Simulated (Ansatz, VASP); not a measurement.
**One calculation of Cd2I3, two programs**

```xyz
5
Lattice="5.7183 0.0000 0.0000 0.0000 5.9134 0.0000 0.0000 0.0000 8.3114" Properties=species:S:1:pos:R:3 pbc="T T T"
Cd    2.8591    2.9567    4.1557
Cd    0.0000    2.9567    4.1557
I     0.0000    0.0000    4.1557
I     0.0000    2.9567    0.0000
I     0.0000    0.0000    0.0000
```

Change from the starting cell: species swapped into the Zr3Cd2 type (Pmmm, No. 47).

Alike in both runs: functional PBE; k mesh 8 × 6 × 6; occupations gaussian, width 0.1 eV; no spin polarisation.

Ansatz relaxed the structure, and its values are those at the end. VASP's run is a single point on that final structure, the one shown.

|  | VASP | Ansatz |
| --- | --- | --- |
| version | VASP 6.6.1 | Ansatz 0.2.0 |
| potentials or method | VASP PAW PBE potentials, release 64 (Cd, I), cutoff 520 eV | scalar-relativistic, plane waves, PAW |
| valence electrons in the cell | 45 | 91 |

```tsv
	VASP	Ansatz	Ansatz less VASP
gap on the k mesh at the Fermi level (eV)	none	none	-
pressure (GPa)	0.0	0.0	-0.02
```

A gap of «none» marks a metal or a gap that the smearing closes. The functional is the same, so the differences come from potentials, cutoffs and numerics. VASP's potentials hold 45 valence electrons a cell and Ansatz's 91, so a difference there can come from the potentials and not from the codes.

Neither program's run includes spin-orbit coupling.
